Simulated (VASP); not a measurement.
Set up this calculation in VASP 6.6.1, as the native input.

```
Task                   : single point
Functional             : PBE
Potentials or basis    : VASP PAW PBE potentials, release 64 (K_sv, Se, Sc_sv)
Cutoff                 : 520 eV
k mesh                 : 6 × 6 × 2
Occupations            : gaussian, width 0.01 eV
Spin                   : no spin polarisation
Dipole correction      : no
Further INCAR settings : ALGO = Normal; EDIFF = 1e-06; NBANDS = 42
```

The structure of KScSe2 lies in POSCAR:

```
KScSe2
1.0
    4.2820133723      0.0000000000      0.0000000000
    0.0000000000      4.2820133723      0.0000000000
    0.0000000000      0.0000000000     12.5547063453
K Se Sc
2 4 2
Direct
    0.5000000000      0.0000000000      0.8865522386
    0.0000000000      0.5000000000      0.1134477614
    0.5000000000      0.0000000000      0.1768814500
    0.0000000000      0.5000000000      0.3986537621
    0.5000000000      0.0000000000      0.6013462379
    0.0000000000      0.5000000000      0.8231185500
    0.5000000000      0.0000000000      0.3757825648
    0.0000000000      0.5000000000      0.6242174352
```

One way to write it, as run:

INCAR

```
SYSTEM = KScSe2
ALGO = Normal ; EDIFF = 1E-6
ENCUT = 520 ; GGA = PE
ISIF = 2 ; ISMEAR = 0
LASPH = .TRUE. ; LCHARG = .FALSE.
LREAL = .FALSE. ; LWAVE = .FALSE.
NBANDS = 42 ; NELM = 80
PREC = Accurate ; SIGMA = 0.01
```

KPOINTS

```
k-points
0
G
  6 6 2
  0 0 0
```

Potentials or basis: VASP PAW PBE potentials, release 64 (K_sv, Se, Sc_sv).

Command:

```sh
$ cat potpaw_PBE.64/K_sv/POTCAR potpaw_PBE.64/Se/POTCAR potpaw_PBE.64/Sc_sv/POTCAR > POTCAR
$ mpirun -np 1 vasp_std > vasp.out
```

It gave:

```
Pressure               : -2.2 GPa
Largest force          : 0.345 eV/Å
Band gap on the k mesh : 0.47 eV
```

Wall time 110 s on 1 thread of Intel(R) Xeon(R) 6975P-C (Granite Rapids), on a shared host, peak memory 0.4 GiB.
